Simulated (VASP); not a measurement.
# TiSiTe4 (Cmmm) in VASP: a series of runs, part 2 of 2

VASP 6.6.1. Earlier steps stand in the parts before.

## Step 3: Single point, PBE

This run uses another cell than the first one, of 25.14 Å³/atom, 1.094 times its volume.

Contents of INCAR:

```
SYSTEM = TiSiTe4
PREC     = Accurate       ! precision mode
ENCUT    = 520            ! plane-wave cutoff, eV
EDIFF    = 1E-7           ! SCF threshold, eV
ISMEAR   = 0              ! smearing method
SIGMA    = 0.1            ! smearing width, eV
LREAL    = .FALSE.        ! projectors in reciprocal space
LASPH    = .TRUE.         ! aspherical terms in the spheres
NELM     = 100            ! most SCF steps
ALGO     = Normal         ! electronic algorithm
ISIF     = 2              ! what is computed and relaxed
LWAVE    = .FALSE.        ! write WAVECAR
LCHARG   = .FALSE.        ! write CHGCAR
GGA      = PE             ! functional
NBANDS   = 29             ! bands
```

Contents of KPOINTS:

```
regular mesh
0
G
  4 4 4
  0 0 0
```

Contents of POSCAR:

```
TiSiTe4
1.0
    2.4882746939     -5.7174954889      0.0000000000
    2.4882746939      5.7174954889      0.0000000000
    0.0000000000      0.0000000000      5.3003136494
Ti Si Te
1 1 4
Direct
    0.0000000000      0.0000000000      0.0000000000
    0.5000000000      0.5000000000      0.5000000000
    0.6365409075      0.3634590925      0.0000000000
    0.1385862565      0.8614137435      0.5000000000
    0.8614137435      0.1385862565      0.5000000000
    0.3634590925      0.6365409075      0.0000000000
```

Potentials or basis: VASP PAW PBE potentials, release 64 (Ti_sv, Si, Te).

On the command line:

```sh
> cat potpaw_PBE.64/Ti_sv/POTCAR potpaw_PBE.64/Si/POTCAR potpaw_PBE.64/Te/POTCAR > POTCAR
> mpirun -np 1 vasp_std > vasp.out
```

OUTCAR:

```text
SYSTEM = TiSiTe4
   PREC = Accurate
   ENCUT = 520
   EDIFF = 1E-7
   ISMEAR = 0
   LREAL = .FALSE.
   LASPH = .TRUE.
   NELM = 100
   ISIF = 2
   GGA = PE

 ion  position               nearest neighbor table
   1  0.000  0.000  0.000-   3 2.94   6 2.94   3 2.94   6 2.94   4 3.09   5 3.09   4 3.09   5 3.09

   2  0.500  0.500  0.500-   4 2.95   5 2.95   4 2.95   5 2.95   3 3.08   6 3.08   3 3.08   6 3.08

   3  0.637  0.363  0.000-   1 2.94   1 2.94   2 3.08   2 3.08   6 3.12   6 3.60   6 3.60   4 3.64
                             4 3.64   4 3.64   4 3.64
   4  0.139  0.861  0.500-   2 2.95   2 2.95   1 3.09   1 3.09   5 3.17   5 3.56   5 3.56   3 3.64
                             3 3.64   3 3.64   3 3.64
   5  0.861  0.139  0.500-   2 2.95   2 2.95   1 3.09   1 3.09   4 3.17   4 3.56   4 3.56   6 3.64
                             6 3.64   6 3.64   6 3.64
   6  0.363  0.637  0.000-   1 2.94   1 2.94   2 3.08   2 3.08   3 3.12   3 3.60   3 3.60   5 3.64
                             5 3.64   5 3.64   5 3.64

  LATTYP: Found a base centered orthorhombic cell.
 ALAT       =     4.9765493878
 B/A-ratio  =     2.2977750418
 C/A-ratio  =     1.0650579822

  Lattice vectors:

 A1 = (   2.4882746939,  -5.7174954889,   0.0000000000)
 A2 = (   2.4882746939,   5.7174954889,   0.0000000000)
 A3 = (   0.0000000000,   0.0000000000,   5.3003136494)

Analysis of symmetry for initial positions (statically):
=====================================================================
 Subroutine PRICEL returns:
 Original cell was already a primitive cell.

 Routine SETGRP: Setting up the symmetry group for a
 base centered orthorhombic supercell.

 Subroutine GETGRP returns: Found  8 space group operations
 (whereof  8 operations were pure point group operations)
 out of a pool of  8 trial point group operations.

The static configuration has the point symmetry D_2h.

Analysis of symmetry for dynamics (positions and initial velocities):
=====================================================================
 Subroutine PRICEL returns:
 Original cell was already a primitive cell.

 Routine SETGRP: Setting up the symmetry group for a
 base centered orthorhombic supercell.

 Subroutine GETGRP returns: Found  8 space group operations
 (whereof  8 operations were pure point group operations)
 out of a pool of  8 trial point group operations.

The dynamic configuration has the point symmetry D_2h.

 Subroutine INISYM returns: Found  8 space group operations
 (whereof  8 operations are pure point group operations),
 and found     1 'primitive' translations

----------------------------------------------------------------------------------------

                                     Primitive cell

  volume of cell :     150.8119

  direct lattice vectors                    reciprocal lattice vectors
     2.488274694 -5.717495489  0.000000000     0.200942445 -0.087450878  0.000000000
     2.488274694  5.717495489  0.000000000     0.200942445  0.087450878  0.000000000
     0.000000000  0.000000000  5.300313649     0.000000000  0.000000000  0.188668080

  length of vectors
     6.235484393  6.235484393  5.300313649     0.219147261  0.219147261  0.188668080

  position of ions in fractional coordinates (direct lattice)
     0.000000000  0.000000000  0.000000000
[... 43 lines left out ...]
  0.000000  0.000000  0.000000      1.000000
  0.250000 -0.000000  0.000000      4.000000
  0.500000 -0.000000  0.000000      2.000000
  0.250000  0.250000  0.000000      2.000000
  0.500000  0.250000  0.000000      4.000000
 -0.250000  0.250000  0.000000      2.000000
[... 13 lines left out ...]
 -0.250000  0.250000  0.500000      2.000000
  0.500000  0.500000  0.500000      1.000000
   k-points           NKPTS =     21   k-points in BZ     NKDIM =     21   number of bands    NBANDS=     29
   number of dos      NEDOS =    301   number of ions     NIONS =      6
   total plane-waves  NPLWV =  92160
   dimension x,y,z NGX =    48 NGY =   48 NGZ =   40
   dimension x,y,z NGXF=    96 NGYF=   96 NGZF=   80
   ions per type =               1   1   4
   NGX,Y,Z   is equivalent  to a cutoff of  12.80, 12.80, 12.55 a.u.
   NGXF,Y,Z  is equivalent  to a cutoff of  25.59, 25.59, 25.09 a.u.
 SYSTEM =  TiSiTe4
   PREC   = accura    normal or accurate (medium, high low for compatibility)
   ISTART =      0    job   : 0-new  1-cont  2-samecut
   ICHARG =      2    charge: 1-file 2-atom 10-const
   ISPIN  =      1    spin polarized calculation?
   LNONCOLLINEAR =      F non collinear calculations
   LSORBIT =      F    spin-orbit coupling
   LASPH  =      T    aspherical Exc in radial PAW
   ENCUT  =  520.0 eV  38.22 Ry    6.18 a.u.  11.59 11.59  9.86*2*pi/ulx,y,z
   NELM   =    100;   NELMIN=  2; NELMDL= -5     # of ELM steps
   EDIFF  = 0.1E-06   stopping-criterion for ELM
   LREAL  =      F    real-space projection
   EDIFFG = 0.1E-05   stopping-criterion for IOM
   NSW    =      0    number of steps for IOM
   IBRION =     -1    ionic relax: 0-MD 1-quasi-New 2-CG
   NFREE  =      0    steps in history (QN), initial steepest desc. (CG)
   ISIF   =      2    stress and relaxation
   ISYM   =      2    0-nonsym 1-usesym 2-fastsym
   POTIM  = 0.5000    time-step for ionic-motion
   TEBEG  =    0.0;   TEEND  =   0.0 temperature during run
   PSTRESS=    0.0 pullay stress
   NELECT =      40.0000    total number of electrons
   NUPDOWN=      -1.0000    fix difference up-down
   EMIN   =  10.00;   EMAX   =-10.00  energy-range for DOS
   EFERMI =   0.00;   METHOD = LEGACY
   ISMEAR =     0;   SIGMA  =   0.10  broadening in eV -4-tet -1-fermi 0-gaus
   EFERMI_NEDOS =   21; number of points for ismear=-14 and -15
   IALGO  =     38    algorithm
   IMIX   =      4    mixing-type and parameters
     AMIX     =   0.40;   BMIX     =  1.00
     AMIX_MAG =   1.60;   BMIX_MAG =  1.00
  volume/ion in A,a.u.               =      25.14       169.62
  Fermi-wavevector in a.u.,A,eV,Ry     =   1.051840  1.987689 15.053036  1.106367
  Thomas-Fermi vector in A             =   2.186899
   LORBIT       =      0    0 simple, 1 ext, 2 COOP (PROOUT), +10 PAW based schemes
   GGA     = PE    functional components
   LHFCALC =     F    Hartree Fock is set to
   AEXX    =    0.0000 exact exchange contribution
   IVDW    =     0    specifies the selected vdW correction
   LEPSILON=     F    determine dielectric tensor
   LRPA    =     F    only Hartree local field effects (RPA)
 non-spin polarized calculation
 Gauss-broadening in eV      SIGMA  =   0.10
  energy-cutoff  :      520.00
  volume of cell :      150.81
 maximum number of plane-waves:      4084
 NGX is ok and might be reduce to    48
   NGX = 23   NGY = 23   NGZ = 19

 number of electron      39.9999997 magnetization

 Free energy of the ion-electron system (eV)
  ---------------------------------------------------
  ext. energy  EPLUGINS =         0.00000000
  ---------------------------------------------------
  free energy    TOTEN  =       -25.34837750 eV

  energy without entropy =      -25.32676575  energy(sigma->0) =      -25.33757163

 E-fermi :   7.8889     XC(G=0): -10.1717

 val. band max:        7.8712123596   @ k =  -0.2500   0.2500   0.5000
 cond. band min:       7.8941036811   @ k =   0.5000   0.5000   0.0000
 fundamental gap:      0.0228913215
 Fermi energy:         7.8888645775

 k-point     1 :       0.0000    0.0000    0.0000
  band No.  band energies     occupation
      1     -49.8440      2.00000
      2     -26.1378      2.00000
      3     -26.0861      2.00000
      4     -26.0554      2.00000
      5      -5.6710      2.00000
      6      -3.2480      2.00000
[... 661 lines left out ...]
     28      10.7300      0.00000
     29      10.9870      0.00000

------------------------ aborting loop because EDIFF is reached ----------------------------------------

  FORCE on cell =-STRESS in cart. coord.  units (eV):
  Direction    XX          YY          ZZ          XY          YZ          ZX
  --------------------------------------------------------------------------------------
  -------------------------------------------------------------------------------------
  Total       -0.0907053      0.0192149     -0.1341740     -0.0000000      0.0000000      0.0000000
  in kB       -0.9636239      0.2041331     -1.4254216     -0.0000000      0.0000000      0.0000000
  external PRESSURE =      -0.7283041 kB  Pullay stress =       0.0000000 kB

 VOLUME and BASIS-vectors are now :
 -----------------------------------------------------------------------------
  energy-cutoff  :      520.00
  volume of cell :      150.81
      direct lattice vectors                 reciprocal lattice vectors
     2.488274694 -5.717495489  0.000000000     0.200942445 -0.087450878  0.000000000
     2.488274694  5.717495489  0.000000000     0.200942445  0.087450878  0.000000000
     0.000000000  0.000000000  5.300313649     0.000000000  0.000000000  0.188668080

 POSITION                                       TOTAL-FORCE (eV/Angst)
 -----------------------------------------------------------------------------------
      0.00000      0.00000      0.00000         0.000000      0.000000      0.000000
      2.48827      0.00000      2.65016        -0.000000      0.000000      0.000000
      2.48827     -1.56134      0.00000         0.000000     -0.012045      0.000000
      2.48827      4.13276      2.65016         0.000000      0.000064     -0.000000
      2.48827     -4.13276      2.65016         0.000000     -0.000064      0.000000
      2.48827      1.56134      0.00000         0.000000      0.012045      0.000000
 -----------------------------------------------------------------------------------
    total drift:                               -0.000000     -0.000000     -0.000000

  FREE ENERGIE OF THE ION-ELECTRON SYSTEM (eV)
  ---------------------------------------------------
  free  energy   TOTEN  =       -25.3483775044 eV

  energy  without entropy=      -25.3267657485  energy(sigma->0) =      -25.33757163
```

It took 2.7 min on 1 thread of AMD EPYC 7R43 (Zen 3), shared host; peak memory 0.3 GiB.

Results:

| Quantity | Value |
| --- | --- |
| Free energy | -25.3484 eV |
| Pressure | -0.1 GPa |
| Largest force | 0.012 eV/Å |
| Band gap on the k mesh | zero (band 20 reaches 8.28 eV, above the bottom of band 21 at 7.53 eV) |

Forces in eV/Å, atoms in the order of the input:
```
Ti   0.000  0.000  0.000
Si   0.000  0.000  0.000
Te   0.000 -0.012  0.000
Te   0.000  0.000  0.000
Te   0.000  0.000  0.000
Te   0.000  0.012  0.000
```

Levels at points of the mesh, in eV from the Fermi level:
```tsv
k point	band 17	band 18	band 19	band 20	band 21	band 22	band 23	band 24
(0.00, 0.00, 0.00)	-1.05	-0.97	-0.96	-0.62	-0.26	0.52	0.59	1.33
(0.50, 0.00, 0.00)	-1.99	-1.78	-0.55	-0.25	0.19	0.73	1.03	1.13
(0.50, 0.50, 0.00)	-1.97	-1.43	-0.38	-0.29	-0.21	0.01	0.14	1.28
(0.00, 0.00, 0.50)	-2.54	-2.39	-0.23	0.30	0.36	0.71	1.35	1.65
(0.50, 0.00, 0.50)	-1.08	-0.59	0.25	0.26	0.55	0.86	0.93	1.48
(0.50, 0.50, 0.50)	-2.03	-1.59	-1.22	-0.53	-0.36	-0.29	0.39	0.55
```

Caveat: spin-orbit coupling is left out, which moves the levels of the heavy elements.
